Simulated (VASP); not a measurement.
# Li2Se: single point with PBEsol

Li2Se:

```
CELL_PARAMETERS angstrom
0.00000 3.00250 3.00250
3.00250 0.00000 3.00250
3.00250 3.00250 0.00000
ATOMIC_POSITIONS crystal
Li 0.25000 0.25000 0.25000
Li 0.75000 0.75000 0.75000
Se 0.00000 0.00000 0.00000
```

| Item | Value |
| --- | --- |
| Program | VASP 6.6.1 |
| Task | single point |
| Functional | PBEsol |
| Potentials or basis | VASP PAW PBE potentials, release 64 (Li_sv, Se) |
| Cutoff | 750 eV |
| k mesh | 5 × 5 × 5 |
| Occupations | gaussian, width 0.01 eV |
| Spin | no spin polarisation |
| Dipole correction | no |
| Further INCAR settings | ALGO = Normal; EDIFF = 1e-06; NBANDS = 13 |

```json
{
 "Pressure": "-1.0 GPa",
 "Band gap on the k mesh": "3.09 eV, indirect (least direct gap 3.24 eV)"
}
```

Levels at points of the mesh, in eV from the valence-band top:
| k point | band 4 | band 5 | band 6 | band 7 | band 8 | band 9 |
| --- | --- | --- | --- | --- | --- | --- |
| (0.00, 0.00, 0.00) | 0.00 | 0.00 | 0.00 | 3.24 | 5.57 | 5.57 |

Run time: 30 s on 1 thread of AMD EPYC 7R13, on a shared host, peak memory 0.2 GiB.

Caveat: the PAW data sets were made with another functional, which shifts forces and pressure a little. A k mesh can miss the band edges.
